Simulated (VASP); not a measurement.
# NaTlS2 (P-4m2) in VASP: notebook, part 2 of 2

VASP 6.6.1.

## (5) Single point, PBE, non-collinear spin, zero start, spin-orbit coupling

Contents of INCAR:

```
SYSTEM = NaTlS2
PREC = Accurate ; ENCUT = 520
EDIFF = 1E-7 ; ISMEAR = -1
SIGMA = 0.02 ; LREAL = .FALSE.
LASPH = .TRUE. ; NELM = 150
ALGO = Normal ; ISIF = 2
LWAVE = .FALSE. ; LCHARG = .TRUE.
MAGMOM = 0 0 0 0 0 0 0 0 0 0 0 0 ; LORBIT = 11
LSORBIT = .TRUE. ; GGA_COMPAT = .FALSE.
LORBMOM = .TRUE. ; GGA = PE
LVHAR = .TRUE. ; NBANDS = 46
```

Contents of KPOINTS:

```
regular mesh
0
G
  4 4 2
  0 0 0
```

Contents of POSCAR:

```
NaTlS2
1.0
    4.1044901738      0.0000000000      0.0000000000
    0.0000000000      4.1044901738      0.0000000000
    0.0000000000      0.0000000000      6.6389352781
Na S Tl
1 2 1
Direct
    0.0000000000      0.0000000000      0.0000000000
    0.0000000000      0.5000000000      0.2708669250
    0.5000000000      0.0000000000      0.7291330750
    0.5000000000      0.5000000000      0.5000000000
```

Potentials or basis: VASP PAW PBE potentials, release 64 (Na_pv, S, Tl_d).

Run with:

```console
cat potpaw_PBE.64/Na_pv/POTCAR potpaw_PBE.64/S/POTCAR potpaw_PBE.64/Tl_d/POTCAR > POTCAR
mpirun -np 1 vasp_ncl > vasp.out
```

OUTCAR:

```text
SYSTEM = NaTlS2
   PREC = Accurate
   ENCUT = 520
   EDIFF = 1E-7
   ISMEAR = -1
   LREAL = .FALSE.
   LASPH = .TRUE.
   NELM = 150
   ISIF = 2
   LORBIT = 11
   LSORBIT = .TRUE.
   GGA = PE

 ion  position               nearest neighbor table
   1  0.000  0.000  0.000-   2 2.73   3 2.73   2 2.73   3 2.73
   2  0.000  0.500  0.271-   4 2.55   4 2.55   1 2.73   1 2.73
   3  0.500  0.000  0.729-   4 2.55   4 2.55   1 2.73   1 2.73
   4  0.500  0.500  0.500-   2 2.55   3 2.55   3 2.55   2 2.55

  LATTYP: Found a simple tetragonal cell.
 ALAT       =     4.1044901738
 C/A-ratio  =     1.6174810992

  Lattice vectors:

 A1 = (   4.1044901738,   0.0000000000,   0.0000000000)
 A2 = (   0.0000000000,   4.1044901738,   0.0000000000)
 A3 = (   0.0000000000,   0.0000000000,   6.6389352781)

Analysis of symmetry for initial positions (statically):
=====================================================================
 Subroutine PRICEL returns:
 Original cell was already a primitive cell.

 Routine SETGRP: Setting up the symmetry group for a
 simple tetragonal supercell.

 Subroutine GETGRP returns: Found  8 space group operations
 (whereof  8 operations were pure point group operations)
 out of a pool of 16 trial point group operations.
[... 828 lines left out ...]
     0.0000000     0.0000000     0.0000000     0.0000000     0.0000000     0.0000000     0.0000000
     0.0000000     0.0000000     0.0000000     0.0000000     0.0000000     0.0000000     0.0000000
[... 49 lines left out ...]
 l=   2
     0.0000000    -0.0097367     0.0000000    -0.0097367    -0.0391584
    -0.0097367     0.0000000    -0.0295914    -0.0103185    -0.0104236
     0.0000000    -0.0295914     0.0000000    -0.0295914     0.0000000
    -0.0097367    -0.0103185    -0.0295914     0.0000000    -0.0104236
    -0.0391584    -0.0104236     0.0000000    -0.0104236     0.0000000
 l=   3
     0.0000000     0.0000000     0.0000000     0.0000000     0.0000000     0.0000000     0.0000000
     0.0000000     0.0000000     0.0000000     0.0000000     0.0000000     0.0000000     0.0000000
     0.0000000     0.0000000     0.0000000     0.0000000     0.0000000     0.0000000     0.0000000
     0.0000000     0.0000000     0.0000000     0.0000000     0.0000000     0.0000000     0.0000000
     0.0000000     0.0000000     0.0000000     0.0000000     0.0000000     0.0000000     0.0000000
     0.0000000     0.0000000     0.0000000     0.0000000     0.0000000     0.0000000     0.0000000
     0.0000000     0.0000000     0.0000000     0.0000000     0.0000000     0.0000000     0.0000000

 total charge

# of ion       s       p       d       tot
------------------------------------------
    1        0.063   5.988   0.000   6.051
    2        1.337   2.369   0.000   3.706
    3        1.337   2.369   0.000   3.706
    4        0.920   0.580   9.725  11.224
--------------------------------------------------
tot          3.656  11.307   9.725  24.687

 magnetization (x)

# of ion       s       p       d       tot
------------------------------------------
    1        0.000   0.000   0.000   0.000
    2        0.000   0.000   0.000   0.000
    3        0.000   0.000   0.000   0.000
    4        0.000   0.000   0.000   0.000
--------------------------------------------------
tot          0.000   0.000   0.000   0.000

 magnetization (y)

# of ion       s       p       d       tot
------------------------------------------
    1        0.000   0.000   0.000   0.000
    2        0.000   0.000   0.000   0.000
    3        0.000   0.000   0.000   0.000
    4        0.000   0.000  -0.000  -0.000
--------------------------------------------------
tot          0.000   0.000  -0.000  -0.000

 magnetization (z)

# of ion       s       p       d       tot
------------------------------------------
    1        0.000   0.000   0.000   0.000
    2        0.000   0.000   0.000   0.000
    3        0.000   0.000   0.000   0.000
    4       -0.000   0.000   0.000  -0.000
--------------------------------------------------
tot         -0.000   0.000   0.000  -0.000
```

OSZICAR:

```text
N       E                     dE             d eps       ncg     rms          rms(c)
DAV:   1     0.243949188005E+03    0.24395E+03   -0.14826E+04  1160   0.132E+03
DAV:   2     0.893311615000E+01   -0.23502E+03   -0.22007E+03  1176   0.320E+02
DAV:   3    -0.142598573446E+02   -0.23193E+02   -0.22680E+02  1336   0.104E+02
DAV:   4    -0.151468243646E+02   -0.88697E+00   -0.87924E+00  1252   0.210E+01
DAV:   5    -0.151735387943E+02   -0.26714E-01   -0.26686E-01  1402   0.366E+00    0.110E+01
DAV:   6    -0.141750788380E+02    0.99846E+00   -0.14601E+00  1190   0.988E+00    0.836E+00
DAV:   7    -0.141550460932E+02    0.20033E-01   -0.69459E-01  1236   0.497E+00    0.339E+00
DAV:   8    -0.141557277367E+02   -0.68164E-03   -0.63296E-02  1276   0.240E+00    0.130E+00
DAV:   9    -0.141590164542E+02   -0.32887E-02   -0.10274E-02  1234   0.577E-01    0.323E-01
DAV:  10    -0.141597673766E+02   -0.75092E-03   -0.16823E-03  1210   0.455E-01    0.151E-01
DAV:  11    -0.141605499469E+02   -0.78257E-03   -0.76770E-04  1196   0.161E-01    0.719E-02
DAV:  12    -0.141609422876E+02   -0.39234E-03   -0.33488E-04  1164   0.124E-01    0.271E-02
DAV:  13    -0.141609850952E+02   -0.42808E-04   -0.72221E-05  1294   0.538E-02    0.200E-02
DAV:  14    -0.141609875990E+02   -0.25039E-05   -0.26332E-06  1346   0.122E-02    0.164E-02
DAV:  15    -0.141609895676E+02   -0.19686E-05   -0.25076E-06  1196   0.996E-03    0.589E-03
DAV:  16    -0.141609900216E+02   -0.45403E-06   -0.61654E-07  1216   0.414E-03    0.166E-03
DAV:  17    -0.141609900359E+02   -0.14303E-07   -0.18880E-08   926   0.130E-03
   1 F= -.14160990E+02 E0= -.14160990E+02  d E =-.187164E-09  mag=    -0.0000    -0.0000     0.0000
```

stdout:

```text
POSCAR found type information on POSCAR NaS Tl
 POSCAR found :  3 types and       4 ions
 scaLAPACK will be used
 LDA part: xc-table for (Slater+PW92), standard interpolation
 POSCAR, INCAR and KPOINTS ok, starting setup
 FFT: planning ... GRIDC
 FFT: planning ... GRID_SOFT
 FFT: planning ... GRID
 WAVECAR not read
 entering main loop
```

Wall time 2.2 min (1 thread of Intel Xeon Platinum 8488C (Sapphire Rapids), shared host); peak memory 0.45 GiB.

What came out:

* Free energy: -14.1610 eV
* Pressure: 1.1 GPa
* Largest force: 0.087 eV/Å
* Net moment: 0.00 μB per cell
* Valence electrons inside the program's atomic spheres: Na 6.05; S 3.71; Tl 11.22

Forces in eV/Å, atoms in the order of the input:
```
Na   0.000  0.000  0.000
S    0.000  0.000 -0.087
S    0.000  0.000  0.087
Tl   0.000  0.000  0.000
```

Moments on the atoms (μB; x, y, z):
```
Na  0.00 0.00 0.00
S   0.00 0.00 0.00
S   0.00 0.00 0.00
Tl  0.00 0.00 0.00
```

Caveat: the k points lie up to 0.47 Å⁻¹ apart.

## (6) Summary

```csv
level,spin,k mesh,smearing,gap on the mesh (eV),pressure (GPa),largest force (eV/Å)
PBE,off,6 × 6 × 4,gaussian 0.01 eV,0.81,1.2,0.13
r2SCAN,off,6 × 6 × 4,gaussian 0.01 eV,1.10,-0.1,-
PBE,"non-collinear, zero start, SOC",4 × 4 × 2,fermi-dirac 0.02 eV,-,1.1,0.09
```

Alike in all rows: task single point; potentials or basis VASP PAW PBE potentials, release 64 (Na_pv, S, Tl_d); cell as given; cutoff (eV) 520.

Caveats: some runs use coarse meshes; spin-orbit coupling is left out, which moves the levels of the heavy elements (some runs); the PAW data sets were made with another functional, which shifts forces and pressure a little (some runs).

Absolute energies hang on the potentials; compare differences alone.
